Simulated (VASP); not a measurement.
Here is a VASP 6.6.1 calculation.

File INCAR:

```
ALGO = Normal
EDIFF = 1E-6
ENCUT = 520
GGA = PE
ISIF = 2
ISMEAR = 0
LASPH = True
LCHARG = False
LREAL = False
LWAVE = False
NBANDS = 23
NELM = 100
PREC = Accurate
SIGMA = 0.01
```

Contents of KPOINTS:

```
k-points
0
Gamma
  8 8 8
```

File POSCAR:

```
LiBiSe2
1.0
    2.0599089268      1.1892889734      6.6134011414
   -2.0599089268      1.1892889734      6.6134011414
    0.0000000000     -2.3785779468      6.6134011414
Li Bi Se
1 1 2
Direct
    1.0000000000      0.0000000000      0.0000000000
    0.5000000000      0.5000000000      0.5000000000
    0.2543314314      0.2543314314      0.2543314314
    0.7456685686      0.7456685686      0.7456685686
```

Potentials or basis: VASP PAW PBE potentials, release 64 (Li_sv, Bi_d, Se).

Launch:

```console
$ cat potpaw_PBE.64/Li_sv/POTCAR potpaw_PBE.64/Bi_d/POTCAR potpaw_PBE.64/Se/POTCAR > POTCAR
$ mpirun -np 1 vasp_std > vasp.out
```

**Question.** What does it give for the band gap on the k mesh?

**Answer.** 1.05 eV.

**Question.** Predict the largest force.

**Answer.** 0.153 eV/Å.

Forces on the atoms (eV/Å):
```
Li   0.000  0.000  0.000
Bi   0.000  0.000  0.000
Se   0.000  0.000  0.153
Se   0.000  0.000 -0.153
```

Caveat: spin-orbit coupling is left out, which moves the levels of the heavy elements. A k mesh can miss the band edges.
